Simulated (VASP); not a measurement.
# Rh (P6_3/mmc) in VASP: further runs

Rh is run at these levels: PBEsol; tasks: single point.

Program: VASP 6.6.1. These are calculated values, not measurements. Logs are shortened: lines on timing, memory, paths and dates and some standing lists are left out, and cuts for length are marked.

## (1) The cell of the first run

Symmetry: P6_3/mmc, No. 194, hexagonal system. Conventional cell: a = 2.767 Å, b = 2.767 Å, c = 4.487 Å, α = 90.00°, β = 90.00°, γ = 120.00°. Rh (site symmetry -6m2) has 12 Rh at 2.75 to 2.77 Å within 3.6 Å.

## (2) Single point, PBEsol

Input file INCAR:

```
PREC = Accurate
ENCUT = 520
EDIFF = 1E-7
ISMEAR = 0
SIGMA = 0.1
LREAL = F
LASPH = T
NELM = 80
ALGO = Normal
ISIF = 2
LWAVE = F
LCHARG = F
GGA = PS
NBANDS = 22
```

Input file KPOINTS:

```
regular mesh
0
Gamma
  12 12 7
```

Input file POSCAR:

```
Rh
1.0
    2.7669170960      0.0000000000      0.0000000000
   -1.3834585480      2.3962204995      0.0000000000
    0.0000000000      0.0000000000      4.4867652751
Rh
2
Direct
    0.6666666667      0.3333333333      0.7500000000
    0.3333333333      0.6666666667      0.2500000000
```

Potentials or basis: VASP PAW PBE potentials, release 64 (Rh_pv).

Run with:

```sh
$ cat potpaw_PBE.64/Rh_pv/POTCAR > POTCAR
$ mpirun -np 1 vasp_std > vasp.out
```

OUTCAR:

```text
PREC = Accurate
   ENCUT = 520
   EDIFF = 1E-7
   ISMEAR = 0
   LREAL = F
   LASPH = T
   NELM = 80
   ISIF = 2
   GGA = PS

 ion  position               nearest neighbor table
   1  0.667  0.333  0.750-   2 2.75   2 2.75   2 2.75   2 2.75   2 2.75   2 2.75
   2  0.333  0.667  0.250-   1 2.75   1 2.75   1 2.75   1 2.75   1 2.75   1 2.75

  LATTYP: Found a hexagonal cell.
 ALAT       =     2.7669170960
 C/A-ratio  =     1.6215756090

  Lattice vectors:

 A1 = (   2.7669170960,   0.0000000000,   0.0000000000)
 A2 = (  -1.3834585480,   2.3962204995,   0.0000000000)
 A3 = (   0.0000000000,   0.0000000000,   4.4867652751)

Analysis of symmetry for initial positions (statically):
=====================================================================
 Subroutine PRICEL returns:
 Original cell was already a primitive cell.

 Routine SETGRP: Setting up the symmetry group for a
 hexagonal supercell.

 Subroutine GETGRP returns: Found 24 space group operations
 (whereof 12 operations were pure point group operations)
 out of a pool of 24 trial point group operations.

The static configuration has the point symmetry D_3d.
 The point group associated with its full space group is D_6h.

Analysis of symmetry for dynamics (positions and initial velocities):
=====================================================================
 Subroutine PRICEL returns:
 Original cell was already a primitive cell.

 Routine SETGRP: Setting up the symmetry group for a
 hexagonal supercell.

 Subroutine GETGRP returns: Found 24 space group operations
 (whereof 12 operations were pure point group operations)
 out of a pool of 24 trial point group operations.

The dynamic configuration has the point symmetry D_3d.
 The point group associated with its full space group is D_6h.

 Subroutine INISYM returns: Found 24 space group operations
 (whereof 12 operations are pure point group operations),
 and found     1 'primitive' translations

----------------------------------------------------------------------------------------

                                     Primitive cell

  volume of cell :      29.7479

  direct lattice vectors                    reciprocal lattice vectors
     2.766917096  0.000000000  0.000000000     0.361413069  0.208661932  0.000000000
    -1.383458548  2.396220500  0.000000000     0.000000000  0.417323865  0.000000000
     0.000000000  0.000000000  4.486765275     0.000000000  0.000000000  0.222877717

  length of vectors
     2.766917096  2.766917100  4.486765275     0.417323865  0.417323865  0.222877717

  position of ions in fractional coordinates (direct lattice)
     0.666666667  0.333333333  0.750000000
     0.333333333  0.666666667  0.250000000

  ion indices of the primitive-cell ions
   primitive index   ion index
                 1           1
                 2           2

----------------------------------------------------------------------------------------

 KPOINTS: regular mesh

Automatic generation of k-mesh.
 Grid dimensions read from file:
 generate k-points for:   12   12    7

 Generating k-lattice:

  Cartesian coordinates                     Fractional coordinates (reciprocal lattice)
     0.030117756  0.017388494  0.000000000     0.083333333 -0.000000000  0.000000000
     0.000000000  0.034776989  0.000000000     0.000000000  0.083333333  0.000000000
     0.000000000  0.000000000  0.031839674     0.000000000  0.000000000  0.142857143

  Length of vectors
     0.034776989  0.034776989  0.031839674

  Shift w.r.t. Gamma in fractional coordinates (k-lattice)
     0.000000000  0.000000000  0.000000000

 Subroutine IBZKPT returns following result:
 ===========================================

 Found     76 irreducible k-points:

 Following reciprocal coordinates:
            Coordinates               Weight
  0.000000  0.000000  0.000000      1.000000
  0.083333 -0.000000  0.000000      6.000000
  0.166667  0.000000  0.000000      6.000000
  0.250000  0.000000  0.000000      6.000000
  0.333333  0.000000  0.000000      6.000000
  0.416667 -0.000000  0.000000      6.000000
[... 16 lines left out ...]
  0.250000  0.000000  0.142857     12.000000
  0.333333  0.000000  0.142857     12.000000
 [... further k-points ...]
   k-points           NKPTS =     76   k-points in BZ     NKDIM =     76   number of bands    NBANDS=     22
   number of dos      NEDOS =    301   number of ions     NIONS =      2
   total plane-waves  NPLWV =  20736
   dimension x,y,z NGX =    24 NGY =   24 NGZ =   36
   dimension x,y,z NGXF=    48 NGYF=   48 NGZF=   72
   ions per type =               2
   NGX,Y,Z   is equivalent  to a cutoff of  14.42, 14.42, 13.34 a.u.
   NGXF,Y,Z  is equivalent  to a cutoff of  28.84, 28.84, 26.68 a.u.
 SYSTEM =  unknown system
   PREC   = accura    normal or accurate (medium, high low for compatibility)
   ISTART =      0    job   : 0-new  1-cont  2-samecut
   ICHARG =      2    charge: 1-file 2-atom 10-const
   ISPIN  =      1    spin polarized calculation?
   LNONCOLLINEAR =      F non collinear calculations
   LSORBIT =      F    spin-orbit coupling
   LASPH  =      T    aspherical Exc in radial PAW
   ENCUT  =  520.0 eV  38.22 Ry    6.18 a.u.   5.14  5.14  8.34*2*pi/ulx,y,z
   NELM   =     80;   NELMIN=  2; NELMDL= -5     # of ELM steps
   EDIFF  = 0.1E-06   stopping-criterion for ELM
   LREAL  =      F    real-space projection
   EDIFFG = 0.1E-05   stopping-criterion for IOM
   NSW    =      0    number of steps for IOM
   IBRION =     -1    ionic relax: 0-MD 1-quasi-New 2-CG
   NFREE  =      0    steps in history (QN), initial steepest desc. (CG)
   ISIF   =      2    stress and relaxation
   ISYM   =      2    0-nonsym 1-usesym 2-fastsym
   POTIM  = 0.5000    time-step for ionic-motion
   TEBEG  =    0.0;   TEEND  =   0.0 temperature during run
   PSTRESS=    0.0 pullay stress
   NELECT =      30.0000    total number of electrons
   NUPDOWN=      -1.0000    fix difference up-down
   EMIN   =  10.00;   EMAX   =-10.00  energy-range for DOS
   EFERMI =   0.00;   METHOD = LEGACY
   ISMEAR =     0;   SIGMA  =   0.10  broadening in eV -4-tet -1-fermi 0-gaus
   EFERMI_NEDOS =   21; number of points for ismear=-14 and -15
   IALGO  =     38    algorithm
   IMIX   =      4    mixing-type and parameters
     AMIX     =   0.40;   BMIX     =  1.00
     AMIX_MAG =   1.60;   BMIX_MAG =  1.00
  volume/ion in A,a.u.               =      14.87       100.37
  Fermi-wavevector in a.u.,A,eV,Ry     =   1.641710  3.102382 36.670590  2.695212
  Thomas-Fermi vector in A             =   2.732135
   LORBIT       =      0    0 simple, 1 ext, 2 COOP (PROOUT), +10 PAW based schemes
   GGA     = PS    functional components
   LHFCALC =     F    Hartree Fock is set to
   AEXX    =    0.0000 exact exchange contribution
   IVDW    =     0    specifies the selected vdW correction
   LEPSILON=     F    determine dielectric tensor
   LRPA    =     F    only Hartree local field effects (RPA)
 non-spin polarized calculation
 Gauss-broadening in eV      SIGMA  =   0.10
  energy-cutoff  :      520.00
  volume of cell :       29.75
 maximum number of plane-waves:       814
 NGX is ok and might be reduce to    24
   NGX = 11   NGY = 11   NGZ = 17

 number of electron      30.0000002 magnetization

 Free energy of the ion-electron system (eV)
  ---------------------------------------------------
  ext. energy  EPLUGINS =         0.00000000
  ---------------------------------------------------
  free energy    TOTEN  =       -16.00982188 eV

  energy without entropy =      -15.99030839  energy(sigma->0) =      -16.00006513

 E-fermi :  10.4636     XC(G=0): -13.7159

 val. band max:       10.4559407836   @ k =   0.4167   0.1667   0.1429
 cond. band min:      10.4684318558   @ k =   0.0833  -0.0000   0.4286
 fundamental gap:      0.0124910723
 Fermi energy:        10.4635578866

 k-point     1 :       0.0000    0.0000    0.0000
  band No.  band energies     occupation
      1     -36.3982      2.00000
      2     -35.8970      2.00000
      3     -35.8970      2.00000
      4     -35.8291      2.00000
      5     -35.8152      2.00000
      6     -35.8152      2.00000
[... 14 lines left out ...]
     21      28.3762      0.00000
     22      28.9331      0.00000

 k-point     2 :       0.0833   -0.0000    0.0000
  band No.  band energies     occupation
      1     -36.3859      2.00000
      2     -35.9249      2.00000
      3     -35.9061      2.00000
      4     -35.8441      2.00000
      5     -35.8342      2.00000
      6     -35.8197      2.00000
[... 14 lines left out ...]
     21      28.6273      0.00000
     22      28.9406      0.00000

 k-point     3 :       0.1667    0.0000    0.0000
  band No.  band energies     occupation
      1     -36.3510      2.00000
      2     -36.0011      2.00000
      3     -35.9302      2.00000
      4     -35.9221      2.00000
      5     -35.8497      2.00000
      6     -35.8328      2.00000
[... 14 lines left out ...]
     21      28.5605      0.00000
     22      28.6901      0.00000

 k-point     4 :       0.2500    0.0000    0.0000
  band No.  band energies     occupation
      1     -36.2984      2.00000
      2     -36.1055      2.00000
      3     -36.0262      2.00000
      4     -35.9622      2.00000
      5     -35.8755      2.00000
      6     -35.8515      2.00000
[... 14 lines left out ...]
     21      26.6440      0.00000
     22      27.4943      0.00000

 k-point     5 :       0.3333    0.0000    0.0000
  band No.  band energies     occupation
      1     -36.2368      2.00000
      2     -36.2101      2.00000
      3     -36.1278      2.00000
      4     -35.9932      2.00000
      5     -35.9103      2.00000
      6     -35.8708      2.00000
[... 417 lines left out ...]
 k-point    22 :       0.1667    0.0000    0.1429
  band No.  band energies     occupation
      1     -36.3302      2.00000
      2     -35.9942      2.00000
      3     -35.9432      2.00000
      4     -35.9254      2.00000
      5     -35.8573      2.00000
      6     -35.8376      2.00000
[... 14 lines left out ...]
     21      28.0914      0.00000
     22      28.6366      0.00000

 k-point    23 :       0.2500    0.0000    0.1429
  band No.  band energies     occupation
      1     -36.2898      2.00000
      2     -36.0917      2.00000
      3     -36.0436      2.00000
      4     -35.9567      2.00000
      5     -35.8809      2.00000
      6     -35.8570      2.00000
[... 14 lines left out ...]
     21      26.9262      0.00000
     22      27.1856      0.00000

 k-point    24 :       0.3333    0.0000    0.1429
  band No.  band energies     occupation
      1     -36.2707      2.00000
      2     -36.1679      2.00000
      3     -36.1353      2.00000
      4     -35.9872      2.00000
      5     -35.9109      2.00000
      6     -35.8769      2.00000
[... 14 lines left out ...]
     21      25.1947      0.00000
     22      25.5237      0.00000

 [... further k-points ...]

------------------------ aborting loop because EDIFF is reached ----------------------------------------

  FORCE on cell =-STRESS in cart. coord.  units (eV):
  Direction    XX          YY          ZZ          XY          YZ          ZX
  --------------------------------------------------------------------------------------
  -------------------------------------------------------------------------------------
  Total       -3.9537033     -3.9537033     -4.0704857     -0.0000000     -0.0000000      0.0000000
  in kB     -212.9405533   -212.9405540   -219.2302808     -0.0000000     -0.0000000      0.0000000
  external PRESSURE =    -215.0371294 kB  Pullay stress =       0.0000000 kB

 VOLUME and BASIS-vectors are now :
 -----------------------------------------------------------------------------
  energy-cutoff  :      520.00
  volume of cell :       29.75
      direct lattice vectors                 reciprocal lattice vectors
     2.766917096  0.000000000  0.000000000     0.361413069  0.208661932  0.000000000
    -1.383458548  2.396220500  0.000000000     0.000000000  0.417323865  0.000000000
     0.000000000  0.000000000  4.486765275     0.000000000  0.000000000  0.222877717

 POSITION                                       TOTAL-FORCE (eV/Angst)
 -----------------------------------------------------------------------------------
      1.38346      0.79874      3.36507         0.000000      0.000000      0.000000
     -0.00000      1.59748      1.12169        -0.000000     -0.000000      0.000000
 -----------------------------------------------------------------------------------
    total drift:                               -0.000000      0.000000     -0.000000

  FREE ENERGIE OF THE ION-ELECTRON SYSTEM (eV)
  ---------------------------------------------------
  free  energy   TOTEN  =       -16.0098218785 eV

  energy  without entropy=      -15.9903083857  energy(sigma->0) =      -16.00006513
```

Run time: 69 s. Hardware: 1 thread of Intel Xeon 8259CL, shared host; peak memory 0.15 GiB.

Results:

```yaml
Free_energy: -16.0098 eV
Pressure: -21.5 GPa
Band_gap_on_the_k_mesh: zero (band 15 reaches 10.99 eV, above the bottom of band 16 at 8.86 eV)
```

Levels at points of the mesh, in eV from the Fermi level:
```tsv
k point	band 11	band 12	band 13	band 14	band 15	band 16	band 17	band 18	band 19	band 20
(0.00, 0.00, 0.00)	-2.70	-2.25	-2.25	-1.70	-1.70	0.11	0.11	0.71	7.78	15.80
(0.50, 0.00, 0.00)	-2.44	-2.03	-1.96	0.37	0.53	0.63	2.76	4.70	9.68	10.13
```

Caveat: the PAW data sets were made with another functional, which shifts forces and pressure a little.

(Part 1 of 2 ends here.)
